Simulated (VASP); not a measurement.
# BiP (zincblende type) in VASP: notebook

BiP (zincblende type) is run at these levels: PBE; tasks: single point, relaxation of cell and atoms.

Program: VASP 6.6.1. These are calculated values, not measurements. Logs are shortened: lines on timing, memory, paths and dates and some standing lists are left out, and cuts for length are marked.

### 1 The cell of the first run

It takes space group F-43m (No. 216, cubic). The conventional cell has a = 6.504 Å, b = 6.504 Å, c = 6.504 Å, α = 90.00°, β = 90.00°, γ = 90.00°. Bi (site symmetry -43m) has 4 P at 2.82 Å within 3.7 Å. P (site symmetry -43m) has 4 Bi at 2.82 Å within 3.7 Å.

### 2 Single point, PBE

The input, INCAR:

```
SYSTEM = BiP
PREC = Accurate
ENCUT = 520
EDIFF = 1E-6
ISMEAR = -1
SIGMA = 0.05
LREAL = .False.
LASPH = .True.
NELM = 80
ALGO = Normal
ISIF = 2
LWAVE = .False.
LCHARG = .False.
GGA = PE
NBANDS = 17
```

The input, KPOINTS:

```
Automatic mesh
0
Gamma
  9 9 9
  0 0 0
```

The input, POSCAR:

```
BiP
1.0
    0.0000000000      3.2519146124      3.2519146124
    3.2519146124      0.0000000000      3.2519146124
    3.2519146124      3.2519146124      0.0000000000
Bi P
1 1
Direct
    0.0000000000      0.0000000000      0.0000000000
    0.2500000000      0.2500000000      0.2500000000
```

Potentials or basis: VASP PAW PBE potentials, release 64 (Bi_d, P).

Run with:

```sh
$ cat potpaw_PBE.64/Bi_d/POTCAR potpaw_PBE.64/P/POTCAR > POTCAR
$ mpirun -np 1 vasp_std > vasp.out
```

OUTCAR:

```text
SYSTEM = BiP
   PREC = Accurate
   ENCUT = 520
   EDIFF = 1E-6
   ISMEAR = -1
   LREAL = .False.
   LASPH = .True.
   NELM = 80
   ISIF = 2
   GGA = PE

 ion  position               nearest neighbor table
   1  0.000  0.000  0.000-   2 2.82   2 2.82   2 2.82   2 2.82
   2  0.250  0.250  0.250-   1 2.82   1 2.82   1 2.82   1 2.82

  LATTYP: Found a face centered cubic cell.
 ALAT       =     6.5038292248

  Lattice vectors:

 A1 = (   0.0000000000,   3.2519146124,   3.2519146124)
 A2 = (   3.2519146124,   0.0000000000,   3.2519146124)
 A3 = (   3.2519146124,   3.2519146124,   0.0000000000)

Analysis of symmetry for initial positions (statically):
=====================================================================
 Subroutine PRICEL returns:
 Original cell was already a primitive cell.

 Routine SETGRP: Setting up the symmetry group for a
 face centered cubic supercell.

 Subroutine GETGRP returns: Found 24 space group operations
 (whereof 24 operations were pure point group operations)
 out of a pool of 48 trial point group operations.

The static configuration has the point symmetry T_d .

Analysis of symmetry for dynamics (positions and initial velocities):
=====================================================================
 Subroutine PRICEL returns:
 Original cell was already a primitive cell.

 Routine SETGRP: Setting up the symmetry group for a
 face centered cubic supercell.

 Subroutine GETGRP returns: Found 24 space group operations
 (whereof 24 operations were pure point group operations)
 out of a pool of 48 trial point group operations.

The dynamic configuration has the point symmetry T_d .

 Subroutine INISYM returns: Found 24 space group operations
 (whereof 24 operations are pure point group operations),
 and found     1 'primitive' translations

----------------------------------------------------------------------------------------

                                     Primitive cell

  volume of cell :      68.7777

  direct lattice vectors                    reciprocal lattice vectors
     0.000000000  3.251914612  3.251914612    -0.153755575  0.153755575  0.153755575
     3.251914612  0.000000000  3.251914612     0.153755575 -0.153755575  0.153755575
     3.251914612  3.251914612  0.000000000     0.153755575  0.153755575 -0.153755575

  length of vectors
     4.598901749  4.598901749  4.598901749     0.266312467  0.266312467  0.266312467

  position of ions in fractional coordinates (direct lattice)
     0.000000000  0.000000000  0.000000000
     0.250000000  0.250000000  0.250000000

  ion indices of the primitive-cell ions
   primitive index   ion index
                 1           1
                 2           2

----------------------------------------------------------------------------------------

 KPOINTS: Automatic mesh

Automatic generation of k-mesh.
 Grid dimensions read from file:
 generate k-points for:    9    9    9

 Generating k-lattice:

  Cartesian coordinates                     Fractional coordinates (reciprocal lattice)
    -0.017083953  0.017083953  0.017083953     0.111111111  0.000000000  0.000000000
     0.017083953 -0.017083953  0.017083953     0.000000000  0.111111111  0.000000000
     0.017083953  0.017083953 -0.017083953     0.000000000  0.000000000  0.111111111

  Length of vectors
     0.029590274  0.029590274  0.029590274

  Shift w.r.t. Gamma in fractional coordinates (k-lattice)
     0.000000000  0.000000000  0.000000000

 Subroutine IBZKPT returns following result:
 ===========================================

 Found     35 irreducible k-points:

 Following reciprocal coordinates:
            Coordinates               Weight
  0.000000  0.000000  0.000000      1.000000
  0.111111  0.000000  0.000000      8.000000
  0.222222  0.000000  0.000000      8.000000
  0.333333  0.000000  0.000000      8.000000
  0.444444  0.000000  0.000000      8.000000
  0.111111  0.111111  0.000000      6.000000
[... 16 lines left out ...]
 -0.333333  0.333333  0.000000     12.000000
  0.444444  0.444444  0.000000      6.000000
 [... further k-points ...]
   k-points           NKPTS =     35   k-points in BZ     NKDIM =     35   number of bands    NBANDS=     17
   number of dos      NEDOS =    301   number of ions     NIONS =      2
   total plane-waves  NPLWV =  46656
   dimension x,y,z NGX =    36 NGY =   36 NGZ =   36
   dimension x,y,z NGXF=    72 NGYF=   72 NGZF=   72
   ions per type =               1   1
   NGX,Y,Z   is equivalent  to a cutoff of  13.01, 13.01, 13.01 a.u.
   NGXF,Y,Z  is equivalent  to a cutoff of  26.03, 26.03, 26.03 a.u.
 SYSTEM =  BiP
   PREC   = accura    normal or accurate (medium, high low for compatibility)
   ISTART =      0    job   : 0-new  1-cont  2-samecut
   ICHARG =      2    charge: 1-file 2-atom 10-const
   ISPIN  =      1    spin polarized calculation?
   LNONCOLLINEAR =      F non collinear calculations
   LSORBIT =      F    spin-orbit coupling
   LASPH  =      T    aspherical Exc in radial PAW
   ENCUT  =  520.0 eV  38.22 Ry    6.18 a.u.   8.55  8.55  8.55*2*pi/ulx,y,z
   NELM   =     80;   NELMIN=  2; NELMDL= -5     # of ELM steps
   EDIFF  = 0.1E-05   stopping-criterion for ELM
   LREAL  =      F    real-space projection
   EDIFFG = 0.1E-04   stopping-criterion for IOM
   NSW    =      0    number of steps for IOM
   IBRION =     -1    ionic relax: 0-MD 1-quasi-New 2-CG
   NFREE  =      0    steps in history (QN), initial steepest desc. (CG)
   ISIF   =      2    stress and relaxation
   ISYM   =      2    0-nonsym 1-usesym 2-fastsym
   POTIM  = 0.5000    time-step for ionic-motion
   TEBEG  =    0.0;   TEEND  =   0.0 temperature during run
   PSTRESS=    0.0 pullay stress
   NELECT =      20.0000    total number of electrons
   NUPDOWN=      -1.0000    fix difference up-down
   EMIN   =  10.00;   EMAX   =-10.00  energy-range for DOS
   EFERMI =   0.00;   METHOD = LEGACY
   ISMEAR =    -1;   SIGMA  =   0.05  broadening in eV -4-tet -1-fermi 0-gaus
   EFERMI_NEDOS =   21; number of points for ismear=-14 and -15
   IALGO  =     38    algorithm
   IMIX   =      4    mixing-type and parameters
     AMIX     =   0.40;   BMIX     =  1.00
     AMIX_MAG =   1.60;   BMIX_MAG =  1.00
  volume/ion in A,a.u.               =      34.39       232.07
[... 25 lines left out ...]

 E-fermi :   4.2062     XC(G=0):  -8.4253

 val. band max:        4.0721653120   @ k =  -0.3333   0.4444   0.1111
 cond. band min:       4.2183351848   @ k =  -0.4444   0.4444   0.0000
 fundamental gap:      0.1461698727
 Fermi energy:         4.2061621103

 k-point     1 :       0.0000    0.0000    0.0000
  band No.  band energies     occupation
      1     -18.8645      2.00000
      2     -18.8645      2.00000
      3     -18.8645      2.00000
      4     -18.8444      2.00000
      5     -18.8444      2.00000
      6      -8.7108      2.00000
[... 9 lines left out ...]
     16      11.5240      0.00000
     17      12.8079      0.00000

 k-point     2 :       0.1111    0.0000    0.0000
  band No.  band energies     occupation
      1     -18.8647      2.00000
      2     -18.8638      2.00000
      3     -18.8638      2.00000
      4     -18.8444      2.00000
      5     -18.8444      2.00000
      6      -8.6166      2.00000
[... 9 lines left out ...]
     16      11.0900      0.00000
     17      12.4186      0.00000

 k-point     3 :       0.2222    0.0000    0.0000
  band No.  band energies     occupation
      1     -18.8651      2.00000
      2     -18.8622      2.00000
      3     -18.8622      2.00000
      4     -18.8440      2.00000
      5     -18.8440      2.00000
      6      -8.3471      2.00000
[... 9 lines left out ...]
     16      10.7726      0.00000
     17      12.2314      0.00000

 k-point     4 :       0.3333    0.0000    0.0000
  band No.  band energies     occupation
      1     -18.8656      2.00000
      2     -18.8606      2.00000
      3     -18.8606      2.00000
      4     -18.8433      2.00000
      5     -18.8433      2.00000
      6      -7.9583      2.00000
[... 9 lines left out ...]
     16      11.0278      0.00000
     17      12.7530      0.00000

 k-point     5 :       0.4444    0.0000    0.0000
  band No.  band energies     occupation
      1     -18.8659      2.00000
      2     -18.8598      2.00000
      3     -18.8598      2.00000
      4     -18.8426      2.00000
      5     -18.8426      2.00000
      6      -7.6136      2.00000
[... 9 lines left out ...]
     16      11.7625      0.00000
     17      11.8988      0.00000

 k-point     6 :       0.1111    0.1111    0.0000
  band No.  band energies     occupation
      1     -18.8656      2.00000
      2     -18.8631      2.00000
      3     -18.8631      2.00000
      4     -18.8449      2.00000
      5     -18.8439      2.00000
      6      -8.5844      2.00000
[... 9 lines left out ...]
     16      11.6405      0.00000
     17      13.1232      0.00000

 k-point     7 :       0.2222    0.1111    0.0000
  band No.  band energies     occupation
      1     -18.8664      2.00000
      2     -18.8616      2.00000
      3     -18.8614      2.00000
      4     -18.8451      2.00000
      5     -18.8433      2.00000
      6      -8.3705      2.00000
[... 9 lines left out ...]
     16      11.4833      0.00000
     17      12.8171      0.00000

 k-point     8 :       0.3333    0.1111    0.0000
  band No.  band energies     occupation
      1     -18.8665      2.00000
      2     -18.8603      2.00000
      3     -18.8597      2.00000
      4     -18.8447      2.00000
      5     -18.8426      2.00000
      6      -8.0117      2.00000
[... 9 lines left out ...]
     16      11.5747      0.00000
     17      12.9463      0.00000
[... 203 lines left out ...]
      1     -18.8658      2.00000
      2     -18.8596      2.00000
      3     -18.8593      2.00000
      4     -18.8443      2.00000
      5     -18.8429      2.00000
      6      -7.8001      2.00000
[... 9 lines left out ...]
     16      11.5846      0.00000
     17      13.2402      0.00000

 k-point    20 :       0.3333    0.3333    0.0000
  band No.  band energies     occupation
      1     -18.8716      2.00000
      2     -18.8553      2.00000
      3     -18.8553      2.00000
      4     -18.8472      2.00000
      5     -18.8409      2.00000
      6      -7.6249      2.00000
[... 9 lines left out ...]
     16      12.4813      0.00000
     17      14.8262      0.00000

 k-point    21 :       0.4444    0.3333    0.0000
  band No.  band energies     occupation
      1     -18.8719      2.00000
      2     -18.8543      2.00000
      3     -18.8540      2.00000
      4     -18.8472      2.00000
      5     -18.8405      2.00000
      6      -7.2498      2.00000
[... 9 lines left out ...]
     16      12.6964      0.00000
     17      13.9309      0.00000

 k-point    22 :      -0.4444    0.3333    0.0000
  band No.  band energies     occupation
      1     -18.8702      2.00000
      2     -18.8551      2.00000
      3     -18.8540      2.00000
      4     -18.8464      2.00000
      5     -18.8411      2.00000
      6      -6.9473      2.00000
[... 9 lines left out ...]
     16      12.1740      0.00000
     17      14.3483      0.00000

 k-point    23 :      -0.3333    0.3333    0.0000
  band No.  band energies     occupation
      1     -18.8678      2.00000
      2     -18.8571      2.00000
      3     -18.8552      2.00000
      4     -18.8450      2.00000
      5     -18.8423      2.00000
      6      -7.0477      2.00000
[... 9 lines left out ...]
     16      12.7432      0.00000
     17      14.3136      0.00000

 k-point    24 :       0.4444    0.4444    0.0000
  band No.  band energies     occupation
      1     -18.8736      2.00000
      2     -18.8526      2.00000
      3     -18.8526      2.00000
      4     -18.8480      2.00000
      5     -18.8399      2.00000
      6      -6.9344      2.00000
[... 9 lines left out ...]
     16      12.9529      0.00000
     17      13.5526      0.00000

 [... further k-points ...]

------------------------ aborting loop because EDIFF is reached ----------------------------------------

  FORCE on cell =-STRESS in cart. coord.  units (eV):
  Direction    XX          YY          ZZ          XY          YZ          ZX
  --------------------------------------------------------------------------------------
  -------------------------------------------------------------------------------------
  Total        0.0008827      0.0008827      0.0008827      0.0000000     -0.0000000      0.0000000
  in kB        0.0205622      0.0205622      0.0205622      0.0000000     -0.0000000      0.0000000
  external PRESSURE =       0.0205622 kB  Pullay stress =       0.0000000 kB

 VOLUME and BASIS-vectors are now :
 -----------------------------------------------------------------------------
  energy-cutoff  :      520.00
  volume of cell :       68.78
      direct lattice vectors                 reciprocal lattice vectors
     0.000000000  3.251914612  3.251914612    -0.153755575  0.153755575  0.153755575
     3.251914612  0.000000000  3.251914612     0.153755575 -0.153755575  0.153755575
     3.251914612  3.251914612  0.000000000     0.153755575  0.153755575 -0.153755575

 POSITION                                       TOTAL-FORCE (eV/Angst)
 -----------------------------------------------------------------------------------
      0.00000      0.00000      0.00000        -0.000000     -0.000000     -0.000000
      1.62596      1.62596      1.62596         0.000000      0.000000      0.000000
 -----------------------------------------------------------------------------------
    total drift:                               -0.000000     -0.000000     -0.000000

  FREE ENERGIE OF THE ION-ELECTRON SYSTEM (eV)
  ---------------------------------------------------
  free  energy   TOTEN  =        -8.5747809116 eV

  energy  without entropy=       -8.5689990633  energy(sigma->0) =       -8.57188999
```

It took 27 s on 1 thread of AMD EPYC 9R14 (Zen 4), shared host; peak memory 0.18 GiB.

What came out:

```yaml
Free_energy: -8.5748 eV
Pressure: 0.0 GPa
Band_gap_on_the_k_mesh: zero (band 10 reaches 4.43 eV, above the bottom of band 11 at 3.87 eV)
```

Caveat: spin-orbit coupling is left out, which moves the levels of the heavy elements.

### 3 Single point, PBE (x and y stretched by -4 %, z held)

The input, INCAR:

```
SYSTEM = BiP
PREC = Accurate ; ENCUT = 520
EDIFF = 1E-6 ; ISMEAR = -1
SIGMA = 0.05 ; LREAL = .FALSE.
LASPH = .TRUE. ; NELM = 100
ALGO = Normal ; ISIF = 2
LWAVE = .FALSE. ; LCHARG = .FALSE.
GGA = PE ; NBANDS = 17
```

The input, KPOINTS:

```
regular mesh
0
G
  9 9 9
  0 0 0
```

The input, POSCAR:

```
BiP
1.0
    0.0000000000      3.1218380279      3.2519146124
    3.1218380279      0.0000000000      3.2519146124
    3.1218380279      3.1218380279      0.0000000000
Bi P
1 1
Direct
    0.0000000000      0.0000000000      0.0000000000
    0.2500000000      0.2500000000      0.2500000000
```

Potentials or basis: VASP PAW PBE potentials, release 64 (Bi_d, P).

Run with:

```sh
$ cat potpaw_PBE.64/Bi_d/POTCAR potpaw_PBE.64/P/POTCAR > POTCAR
$ mpirun -np 1 vasp_std > vasp.out
```

Run time: 54 s. Hardware: 1 thread of AMD EPYC 9R14 (Zen 4), shared host; peak memory 0.21 GiB.

Results (log left out):

* Free energy: -8.5117 eV
* Pressure: 4.0 GPa
* Band gap on the k mesh: zero (band 10 reaches 5.39 eV, above the bottom of band 11 at 4.52 eV)

Stress tensor (GPa, compression positive):
```
3.79 0.00 0.00
0.00 3.79 0.00
0.00 0.00 4.41
```

Levels at points of the mesh, in eV from the Fermi level:
```tsv
k point	band 6	band 7	band 8	band 9	band 10	band 11	band 12	band 13	band 14	band 15
(0.00, 0.00, 0.00)	-13.40	-5.81	-2.02	-1.76	-1.76	0.84	0.84	1.02	4.31	7.08
```

Caveat: the cell differs from its parent crystal (x and y stretched by -4 %, z held); spin-orbit coupling is left out, which moves the levels of the heavy elements.

### 4 Single point, PBE

The input, INCAR:

```
ALGO = Normal
EDIFF = 1E-6
ENCUT = 520
GGA = PE
ISIF = 2
ISMEAR = -1
LASPH = True
LCHARG = True
LELF = True
LREAL = False
LVHAR = True
LWAVE = False
NBANDS = 17
NELM = 100
PREC = Accurate
SIGMA = 0.05
```

The input, KPOINTS:

```
k-points
0
Gamma
  13 13 13
```

The input, POSCAR:

```
BiP
1.0
    0.0000000000      3.2519146124      3.2519146124
    3.2519146124      0.0000000000      3.2519146124
    3.2519146124      3.2519146124      0.0000000000
Bi P
1 1
Direct
    0.0000000000      0.0000000000      0.0000000000
    0.2500000000      0.2500000000      0.2500000000
```

Run with:

```sh
$ cat potpaw_PBE.64/Bi_d/POTCAR potpaw_PBE.64/P/POTCAR > POTCAR
$ mpirun -np 1 vasp_std > vasp.out
```

Run time: 62 s. Hardware: 1 thread of AMD EPYC 9R14 (Zen 4), shared host; peak memory 0.23 GiB.

The run converged. Its results:

| Quantity | Value |
| --- | --- |
| Free energy | -8.5769 eV |
| Pressure | -0.1 GPa |
| Band gap on the k mesh | zero (band 10 reaches 4.48 eV, above the bottom of band 11 at 3.85 eV) |

Levels at points of the mesh, in eV from the Fermi level:
| k point | band 6 | band 7 | band 8 | band 9 | band 10 | band 11 | band 12 | band 13 | band 14 | band 15 |
| --- | --- | --- | --- | --- | --- | --- | --- | --- | --- | --- |
| (0.00, 0.00, 0.00) | -12.90 | -6.20 | -1.72 | -1.72 | -1.72 | 0.91 | 0.91 | 0.91 | 4.25 | 7.33 |

Caveat: spin-orbit coupling is left out, which moves the levels of the heavy elements.

### 5 Relaxation of cell and atoms, PBE

This run uses another cell than the first one, of 28.70 Å³/atom, 0.835 times its volume.

The input, INCAR:

```
PREC = Accurate ; ENCUT = 600
EDIFF = 1E-6 ; ISMEAR = -1
SIGMA = 0.05 ; LREAL = F
LASPH = T ; NELM = 60
ALGO = Normal ; ISIF = 3
LWAVE = F ; LCHARG = F
GGA = PE ; IBRION = 2
NSW = 100 ; EDIFFG = -0.005
```

The input, KPOINTS:

```
regular mesh
0
Gamma
  9 9 9
```

The input, POSCAR:

```
BiP
1.0
    0.0000000000      3.0618386693      3.0618386693
    3.0618386693      0.0000000000      3.0618386693
    3.0618386693      3.0618386693      0.0000000000
Bi P
1 1
Direct
    0.0000000000      0.0000000000      0.0000000000
    0.2500000000      0.2500000000      0.2500000000
```

Run with:

```sh
$ cat potpaw_PBE.64/Bi_d/POTCAR potpaw_PBE.64/P/POTCAR > POTCAR
$ mpirun -np 1 vasp_std > vasp.out
```

It took 58 s on 1 thread of AMD EPYC 9R14 (Zen 4), shared host; peak memory 0.2 GiB.

Results (log left out):

| Property | Result |
| --- | --- |
| Free energy | -8.5725 eV |
| Relaxed volume | 34.38 Å³/atom |
| Relaxed cell | a = 4.599 Å, b = 4.599 Å, c = 4.599 Å, α = 60.00°, β = 60.00°, γ = 60.00° |
| Space group after relaxing (to 0.05 Å) | F-43m (No. 216) |
| Energy gained by relaxing | 169.3 meV/atom |
| Ionic steps | 3 |
| Pressure after relaxing | 0.0 GPa |
| Band gap on the k mesh | zero (band 10 reaches 4.43 eV, above the bottom of band 11 at 3.88 eV) |

Step by step:
| step | energy change (eV) | largest force (eV/Å) | pressure (GPa) | volume (Å³) |
| --- | --- | --- | --- | --- |
| 1 | 0.0000 | 0.0000 | 11.02 | 57.41 |
| 2 | -0.2652 | 0.0000 | -3.27 | 75.43 |
| 3 | -0.3386 | 0.0000 | 0.01 | 68.76 |

Final structure:
```cif
data_structure
_symmetry_space_group_name_H-M 'P 1'
_symmetry_Int_Tables_number 1
_cell_length_a 4.5985
_cell_length_b 4.5985
_cell_length_c 4.5985
_cell_angle_alpha 60.000
_cell_angle_beta 60.000
_cell_angle_gamma 60.000
_cell_volume 68.76
loop_
_atom_site_label
_atom_site_type_symbol
_atom_site_fract_x
_atom_site_fract_y
_atom_site_fract_z
_atom_site_occupancy
Bi1 Bi 0.00000 0.00000 0.00000 1
P1 P 0.25000 0.25000 0.25000 1
```

Levels at points of the mesh, in eV from the Fermi level:
```tsv
k point	band 8	band 9	band 10	band 11	band 12	band 13
(0.00, 0.00, 0.00)	-1.73	-1.73	-1.73	0.89	0.89	0.89
```

Caveat: the volume moved by over 15 % at a fixed basis, so the end points are rough; spin-orbit coupling is left out, which moves the levels of the heavy elements.

### 6 The runs side by side

| task | cell | k mesh | cutoff (eV) | gap on the mesh (eV) | pressure (GPa) |
| --- | --- | --- | --- | --- | --- |
| single point | a = 4.599 Å, angles 60.0°, 2 atoms | 9 × 9 × 9 | 520 | none | 0.0 |
| single point | a = 4.508, b = 4.508, c = 4.415 Å, angles 60.7, 60.7, 58.6°, 2 atoms | 9 × 9 × 9 | 520 | none | 4.0 |
| single point | a = 4.599 Å, angles 60.0°, 2 atoms | 13 × 13 × 13 | 520 | none | -0.1 |
| relaxation of cell and atoms | relaxed from a = 4.330 Å, angles 60.0°, 2 atoms | 9 × 9 × 9 | 600 | none | 0.0 |

Alike in all rows: level PBE; potentials or basis VASP PAW PBE potentials, release 64 (Bi_d, P); no spin polarisation; smearing fermi-dirac 0.05 eV.

Caveats: spin-orbit coupling is left out, which moves the levels of the heavy elements; the volume moved by over 15 % at a fixed basis, so the end points are rough (some runs).

Total energies depend on the potentials used, so only differences within one code and one set of settings carry meaning.
